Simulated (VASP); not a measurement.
Write the native input for VASP 6.6.1 that does the following.

* Task: relaxation of cell and atoms
* Functional: PBE
* Potentials or basis: VASP PAW PBE potentials, release 64 (Hf_pv, Al, N)
* Cutoff: 600 eV
* k mesh: 12 × 12 × 4
* Occupations: gaussian, width 0.1 eV
* Spin: no spin polarisation
* Dipole correction: no
* Further INCAR settings: ALGO = Normal; EDIFF = 1e-07; IBRION = 2; EDIFFG = -0.01; NSW = 100; ISIF = 3

The structure of HfAl2N3 lies in POSCAR:

```
HfAl2N3
1.0
    2.9661588530      0.0000000000      0.0000000000
   -1.4830794265      2.5687689183      0.0000000000
    0.0000000000      0.0000000000     15.7711754508
Hf Al N
2 4 6
Direct
    0.6666666667      0.3333333333      0.2500000000
    0.3333333333      0.6666666667      0.7500000000
    0.6666666667      0.3333333333      0.5802897662
    0.6666666667      0.3333333333      0.9197102338
    0.3333333333      0.6666666667      0.0802897662
    0.3333333333      0.6666666667      0.4197102338
    0.0000000000      0.0000000000      0.0000000000
    0.0000000000      0.0000000000      0.3413425009
    0.0000000000      0.0000000000      0.6586574991
    0.0000000000      0.0000000000      0.1586574991
    0.0000000000      0.0000000000      0.5000000000
    0.0000000000      0.0000000000      0.8413425009
```

These files were run (other wordings do the same):

INCAR

```
PREC = Accurate
ENCUT = 600
EDIFF = 1E-7
ISMEAR = 0
SIGMA = 0.1
LREAL = False
LASPH = True
NELM = 120
ALGO = Normal
ISIF = 3
LWAVE = False
LCHARG = False
GGA = PE
IBRION = 2
NSW = 100
EDIFFG = -0.01
GGA_COMPAT = False
NELMIN = 4
```

KPOINTS

```
regular mesh
0
Gamma
  12 12 4
```

Potentials or basis: VASP PAW PBE potentials, release 64 (Hf_pv, Al, N).

Run with:

```console
$ cat potpaw_PBE.64/Hf_pv/POTCAR potpaw_PBE.64/Al/POTCAR potpaw_PBE.64/N/POTCAR > POTCAR
$ mpirun -np 1 vasp_std > vasp.out
```

Results of the run:

The relaxed volume is 9.97 Å³/atom and the relaxed cell is a = 2.961 Å, b = 2.961 Å, c = 15.751 Å, α = 90.00°, β = 90.00°, γ = 120.00°. The space group after relaxing (to 0.05 Å) is P6_3/mmc (No. 194), the energy gained by relaxing is 0.2 meV/atom and the ionic steps are 5. The pressure after relaxing is 0.0 GPa and the largest force after relaxing is 0.006 eV/Å. The band gap on the k mesh is zero (band 31 reaches 10.31 eV, above the bottom of band 32 at 8.93 eV).

Caveat: spin-orbit coupling is left out, which moves the levels of the heavy elements.

Run time: 18 min on 1 thread of Intel Xeon 6975P-C (shared host), peak memory 0.46 GiB.
